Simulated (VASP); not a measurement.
# Mg2Zn3S5 (P1) in VASP: single point with PBE

Aim: the single point of Mg2Zn3S5 with PBE.

Program: VASP 6.6.1. These are calculated values, not measurements. Logs are shortened: lines on timing, memory, paths and dates and some standing lists are left out, and cuts for length are marked.

### 1 The cell of the first run

The typed cell holds 10 atoms: a = 3.932 Å, b = 3.925 Å, c = 14.110 Å, α = 97.95°, β = 97.91°, γ = 89.99°.

### 2 Single point, PBE

INCAR

```
PREC = Accurate
ENCUT = 520
EDIFF = 1E-7
ISMEAR = 0
SIGMA = 0.1
LREAL = False
LASPH = True
NELM = 80
ALGO = Normal
ISIF = 2
LWAVE = False
LCHARG = False
GGA = PE
NBANDS = 46
```

KPOINTS

```
Automatic mesh
0
Gamma
  4 4 4
```

POSCAR

```
Mg2Zn3S5
1.0
    0.0002900139     -3.9317417906      0.0033797020
    3.9253766658     -0.0004214029      0.0013687448
   -1.9562521688      1.9525578918     13.8370622641
Mg Zn S
2 3 5
Direct
    0.6016533487      0.6023052046      0.2021926233
    0.3970498665      0.3983010901      0.7977309100
    0.2014506714      0.2036121238      0.4041361118
    0.7961873961      0.7969211735      0.5959695725
    1.0022127923      0.9993962858      0.9999039585
    0.2491112033      0.7506448702      0.5000471279
    0.8445493540      0.3450995494      0.6919499309
    0.4543175206      0.9510797963      0.9037632587
    0.0493235812      0.5477380619      0.0962990050
    0.6541442660      0.1549018443      0.3080075014
```

Potentials or basis: VASP PAW PBE potentials, release 64 (Mg, Zn, S).

The run is started by

```sh
$ cat potpaw_PBE.64/Mg/POTCAR potpaw_PBE.64/Zn/POTCAR potpaw_PBE.64/S/POTCAR > POTCAR
$ mpirun -np 1 vasp_std > vasp.out
```

OUTCAR:

```text
PREC = Accurate
   ENCUT = 520
   EDIFF = 1E-7
   ISMEAR = 0
   LREAL = False
   LASPH = True
   NELM = 80
   ISIF = 2
   GGA = PE

 ion  position               nearest neighbor table
   1  0.602  0.602  0.202-  10 2.45  10 2.45   9 2.45   9 2.45
   2  0.397  0.398  0.798-   7 2.45   8 2.45   8 2.45   7 2.45
   3  0.201  0.204  0.404-   6 2.37   6 2.37  10 2.37  10 2.37
   4  0.796  0.797  0.596-   7 2.37   6 2.37   7 2.37   6 2.37
   5  0.002  0.999  1.000-   9 2.37   8 2.37   9 2.37   8 2.38
   6  0.249  0.751  0.500-   3 2.37   4 2.37   3 2.37   4 2.37
   7  0.845  0.345  0.692-   4 2.37   4 2.37   2 2.45   2 2.45
   8  0.454  0.951  0.904-   5 2.37   5 2.38   2 2.45   2 2.45
   9  0.049  0.548  0.096-   5 2.37   5 2.37   1 2.45   1 2.45
  10  0.654  0.155  0.308-   3 2.37   3 2.37   1 2.45   1 2.45

  LATTYP: Found a triclinic cell.
 ALAT       =    15.1599410716
 B/A-ratio  =     0.2593508270
 C/A-ratio  =     0.2589308829
 COS(alpha) =     0.0001814153
 COS(beta)  =     0.1287834866
 COS(gamma) =     0.3873729084

  Lattice vectors:

 A1 = (  -1.9565421827,   5.8842996824,  13.8336825621)
 A2 = (  -0.0002900139,   3.9317417906,  -0.0033797020)
 A3 = (  -3.9253766658,   0.0004214029,  -0.0013687448)

Analysis of symmetry for initial positions (statically):
=====================================================================
 Subroutine PRICEL returns:
 Original cell was already a primitive cell.

 Routine SETGRP: Setting up the symmetry group for a
 triclinic supercell.

 Subroutine GETGRP returns: Found  1 space group operations
 (whereof  1 operations were pure point group operations)
 out of a pool of  2 trial point group operations.

The static configuration has the point symmetry C_1 .

Analysis of symmetry for dynamics (positions and initial velocities):
=====================================================================
 Subroutine PRICEL returns:
 Original cell was already a primitive cell.

 Routine SETGRP: Setting up the symmetry group for a
 triclinic supercell.

 Subroutine GETGRP returns: Found  1 space group operations
 (whereof  1 operations were pure point group operations)
 out of a pool of  2 trial point group operations.

The dynamic configuration has the point symmetry C_1 .

 Subroutine INISYM returns: Found  1 space group operations
 (whereof  1 operations are pure point group operations),
 and found     1 'primitive' translations

----------------------------------------------------------------------------------------

                                     Primitive cell

  volume of cell :     213.5917

  direct lattice vectors                    reciprocal lattice vectors
     0.000290014 -3.931741791  0.003379702    -0.000039812 -0.254309362  0.035880150
     3.925376666 -0.000421403  0.001368745     0.254740072  0.000049742  0.036007549
    -1.956252169  1.952557892 13.837062264    -0.000025189  0.000062110  0.072257350

  length of vectors
     3.931743254  3.925376927 14.110410943     0.256828033  0.257272328  0.072257381

  position of ions in fractional coordinates (direct lattice)
     0.601653349  0.602305205  0.202192623
     0.397049866  0.398301090  0.797730910
     0.201450671  0.203612124  0.404136112
     0.796187396  0.796921174  0.595969573
     0.002212792  0.999396286  0.999903958
     0.249111203  0.750644870  0.500047128
     0.844549354  0.345099549  0.691949931
     0.454317521  0.951079796  0.903763259
     0.049323581  0.547738062  0.096299005
     0.654144266  0.154901844  0.308007501

  ion indices of the primitive-cell ions
   primitive index   ion index
                 1           1
                 2           2
                 3           3
                 4           4
                 5           5
                 6           6
                 7           7
                 8           8
                 9           9
                10          10

----------------------------------------------------------------------------------------

 KPOINTS: Automatic mesh

Automatic generation of k-mesh.
 Grid dimensions read from file:
 generate k-points for:    4    4    4

 Generating k-lattice:

  Cartesian coordinates                     Fractional coordinates (reciprocal lattice)
    -0.000009953 -0.063577341  0.008970038     0.250000000 -0.000000000 -0.000000000
     0.063685018  0.000012436  0.009001887     0.000000000  0.250000000  0.000000000
    -0.000006297  0.000015528  0.018064337    -0.000000000  0.000000000  0.250000000

  Length of vectors
     0.064207008  0.064318082  0.018064345

  Shift w.r.t. Gamma in fractional coordinates (k-lattice)
     0.000000000  0.000000000  0.000000000

 Subroutine IBZKPT returns following result:
 ===========================================

 Found     36 irreducible k-points:

 Following reciprocal coordinates:
            Coordinates               Weight
  0.000000  0.000000  0.000000      1.000000
  0.250000 -0.000000 -0.000000      2.000000
  0.500000 -0.000000 -0.000000      1.000000
  0.000000  0.250000  0.000000      2.000000
  0.250000  0.250000  0.000000      2.000000
  0.500000  0.250000  0.000000      2.000000
[... 16 lines left out ...]
  0.000000 -0.250000  0.250000      2.000000
  0.250000 -0.250000  0.250000      2.000000
 [... further k-points ...]
   k-points           NKPTS =     36   k-points in BZ     NKDIM =     36   number of bands    NBANDS=     46
   number of dos      NEDOS =    301   number of ions     NIONS =     10
   total plane-waves  NPLWV =  97200
   dimension x,y,z NGX =    30 NGY =   30 NGZ =  108
   dimension x,y,z NGXF=    60 NGYF=   60 NGZF=  216
   ions per type =               2   3   5
   NGX,Y,Z   is equivalent  to a cutoff of  12.68, 12.71, 12.72 a.u.
   NGXF,Y,Z  is equivalent  to a cutoff of  25.37, 25.41, 25.45 a.u.
 SYSTEM =  unknown system
   PREC   = accura    normal or accurate (medium, high low for compatibility)
   ISTART =      0    job   : 0-new  1-cont  2-samecut
   ICHARG =      2    charge: 1-file 2-atom 10-const
   ISPIN  =      1    spin polarized calculation?
   LNONCOLLINEAR =      F non collinear calculations
   LSORBIT =      F    spin-orbit coupling
   LASPH  =      T    aspherical Exc in radial PAW
   ENCUT  =  520.0 eV  38.22 Ry    6.18 a.u.   7.31  7.30 26.24*2*pi/ulx,y,z
   NELM   =     80;   NELMIN=  2; NELMDL= -5     # of ELM steps
   EDIFF  = 0.1E-06   stopping-criterion for ELM
   LREAL  =      F    real-space projection
   EDIFFG = 0.1E-05   stopping-criterion for IOM
   NSW    =      0    number of steps for IOM
   IBRION =     -1    ionic relax: 0-MD 1-quasi-New 2-CG
   NFREE  =      0    steps in history (QN), initial steepest desc. (CG)
   ISIF   =      2    stress and relaxation
   ISYM   =      2    0-nonsym 1-usesym 2-fastsym
   POTIM  = 0.5000    time-step for ionic-motion
   TEBEG  =    0.0;   TEEND  =   0.0 temperature during run
   PSTRESS=    0.0 pullay stress
   NELECT =      70.0000    total number of electrons
   NUPDOWN=      -1.0000    fix difference up-down
   EMIN   =  10.00;   EMAX   =-10.00  energy-range for DOS
   EFERMI =   0.00;   METHOD = LEGACY
   ISMEAR =     0;   SIGMA  =   0.10  broadening in eV -4-tet -1-fermi 0-gaus
   EFERMI_NEDOS =   21; number of points for ismear=-14 and -15
   IALGO  =     38    algorithm
   IMIX   =      4    mixing-type and parameters
     AMIX     =   0.40;   BMIX     =  1.00
     AMIX_MAG =   1.60;   BMIX_MAG =  1.00
  volume/ion in A,a.u.               =      21.36       144.14
  Fermi-wavevector in a.u.,A,eV,Ry     =   1.128702  2.132938 17.333399  1.273969
  Thomas-Fermi vector in A             =   2.265393
   LORBIT       =      0    0 simple, 1 ext, 2 COOP (PROOUT), +10 PAW based schemes
   GGA     = PE    functional components
   LHFCALC =     F    Hartree Fock is set to
   AEXX    =    0.0000 exact exchange contribution
   IVDW    =     0    specifies the selected vdW correction
   LEPSILON=     F    determine dielectric tensor
   LRPA    =     F    only Hartree local field effects (RPA)
 non-spin polarized calculation
 Gauss-broadening in eV      SIGMA  =   0.10
  energy-cutoff  :      520.00
  volume of cell :      213.59
 maximum number of plane-waves:      5789
 NGX is ok and might be reduce to    30
   NGX = 15   NGY = 15   NGZ = 53

 number of electron      69.9999977 magnetization

 Free energy of the ion-electron system (eV)
  ---------------------------------------------------
  ext. energy  EPLUGINS =         0.00000000
  ---------------------------------------------------
  free energy    TOTEN  =       -37.34963961 eV

  energy without entropy =      -37.34963961  energy(sigma->0) =      -37.34963961

 E-fermi :   1.9885     XC(G=0):  -9.0008

 val. band max:        1.5405134172   @ k =   0.0000   0.0000   0.0000
 cond. band min:       3.9446688252   @ k =   0.0000   0.0000   0.0000
 fundamental gap:      2.4041554080
 Fermi energy:         1.9884977866

 k-point     1 :       0.0000    0.0000    0.0000
  band No.  band energies     occupation
      1     -10.8090      2.00000
      2     -10.4926      2.00000
      3     -10.2910      2.00000
      4      -9.8188      2.00000
      5      -9.7585      2.00000
      6      -4.3732      2.00000
[... 38 lines left out ...]
     45       8.5149      0.00000
     46       8.5373      0.00000

 k-point     2 :       0.2500   -0.0000   -0.0000
  band No.  band energies     occupation
      1     -10.5615      2.00000
      2     -10.2965      2.00000
      3     -10.1094      2.00000
      4      -9.8230      2.00000
      5      -9.7246      2.00000
      6      -4.2945      2.00000
[... 38 lines left out ...]
     45       8.6436      0.00000
     46       8.8207      0.00000

 k-point     3 :       0.5000   -0.0000   -0.0000
  band No.  band energies     occupation
      1     -10.1937      2.00000
      2      -9.9525      2.00000
      3      -9.9274      2.00000
      4      -9.8743      2.00000
      5      -9.8670      2.00000
      6      -4.2614      2.00000
[... 1018 lines left out ...]
     45       8.6608      0.00000
     46       8.8106      0.00000

 k-point    24 :       0.2500   -0.2500    0.2500
  band No.  band energies     occupation
      1     -10.3432      2.00000
      2     -10.1181      2.00000
      3      -9.9310      2.00000
      4      -9.7905      2.00000
      5      -9.6692      2.00000
      6      -4.2955      2.00000
[... 38 lines left out ...]
     45       8.4074      0.00000
     46       8.7552      0.00000

 [... further k-points ...]
[... 5 lines left out ...]
  --------------------------------------------------------------------------------------
  -------------------------------------------------------------------------------------
  Total        0.0492359     -0.1790171     -0.0365857      0.0040817      0.0670990     -0.0297940
  in kB        0.3693246     -1.3428290     -0.2744342      0.0306170      0.5033177     -0.2234885
  external PRESSURE =      -0.4159795 kB  Pullay stress =       0.0000000 kB

 VOLUME and BASIS-vectors are now :
 -----------------------------------------------------------------------------
  energy-cutoff  :      520.00
  volume of cell :      213.59
      direct lattice vectors                 reciprocal lattice vectors
     0.000290014 -3.931741791  0.003379702    -0.000039812 -0.254309362  0.035880150
     3.925376666 -0.000421403  0.001368745     0.254740072  0.000049742  0.036007549
    -1.956252169  1.952557892 13.837062264    -0.000025189  0.000062110  0.072257350

 POSITION                                       TOTAL-FORCE (eV/Angst)
 -----------------------------------------------------------------------------------
      1.96891     -1.97101      2.80061        -0.004250      0.000446     -0.018323
      0.00303     -0.00365     11.04014         0.000121     -0.004219      0.009520
      0.00872     -0.00304      5.59302        -0.010409     -0.004079     -0.008553
      1.96258     -1.96707      8.25025         0.008176     -0.006328     -0.019277
      1.96694      1.94325     13.83711         0.004281      0.002877      0.006400
      1.96842     -0.00339      6.92105         0.004834      0.003786      0.008148
      0.00126     -1.96962      9.57788        -0.002843     -0.007298      0.047801
      1.96549     -0.02201     12.50827         0.003425      0.012236     -0.042896
      1.96171     -0.00613      1.33341        -0.002835      0.000208      0.037954
      0.00570     -1.97059      4.26434        -0.000498      0.002371     -0.020773
 -----------------------------------------------------------------------------------
    total drift:                                0.000321      0.000172     -0.000172

  FREE ENERGIE OF THE ION-ELECTRON SYSTEM (eV)
  ---------------------------------------------------
  free  energy   TOTEN  =       -37.3496396092 eV

  energy  without entropy=      -37.3496396092  energy(sigma->0) =      -37.34963961
```

Run time: 8.4 min. Hardware: 1 thread of Intel Xeon 6975P-C, shared host; peak memory 0.47 GiB.

Results:

```
Free energy            : -37.3496 eV
Pressure               : 0.0 GPa
Largest force          : 0.048 eV/Å
Band gap on the k mesh : 2.40 eV, direct
```

Forces in eV/Å, atoms in the order of the input:
```
Mg  -0.004  0.000 -0.018
Mg   0.000 -0.004  0.010
Zn  -0.010 -0.004 -0.009
Zn   0.008 -0.006 -0.019
Zn   0.004  0.003  0.006
S    0.005  0.004  0.008
S   -0.003 -0.007  0.048
S    0.003  0.012 -0.043
S   -0.003  0.000  0.038
S    0.000  0.002 -0.021
```

Stress tensor (GPa, compression positive):
```
 0.04  0.00 -0.02
 0.00 -0.13  0.05
-0.02  0.05 -0.03
```

Levels at points of the mesh, in eV from the valence-band top:
| k point | band 33 | band 34 | band 35 | band 36 | band 37 | band 38 |
| --- | --- | --- | --- | --- | --- | --- |
| (0.00, 0.00, 0.00) | -0.02 | -0.01 | 0.00 | 2.40 | 3.77 | 3.82 |
| (0.50, 0.00, 0.00) | -0.67 | -0.64 | -0.60 | 3.53 | 4.03 | 4.48 |
| (0.00, 0.50, 0.00) | -0.68 | -0.65 | -0.61 | 3.52 | 4.02 | 4.47 |
| (0.50, 0.50, 0.00) | -1.86 | -1.71 | -1.64 | 3.59 | 4.07 | 4.19 |
| (0.00, 0.00, 0.50) | -0.28 | -0.11 | -0.10 | 3.09 | 3.16 | 3.54 |
| (0.50, 0.00, 0.50) | -0.67 | -0.64 | -0.61 | 3.53 | 4.04 | 4.49 |
| (0.00, 0.50, 0.50) | -0.68 | -0.65 | -0.61 | 3.52 | 4.02 | 4.47 |
| (0.50, 0.50, 0.50) | -1.86 | -1.71 | -1.65 | 3.59 | 4.07 | 4.19 |
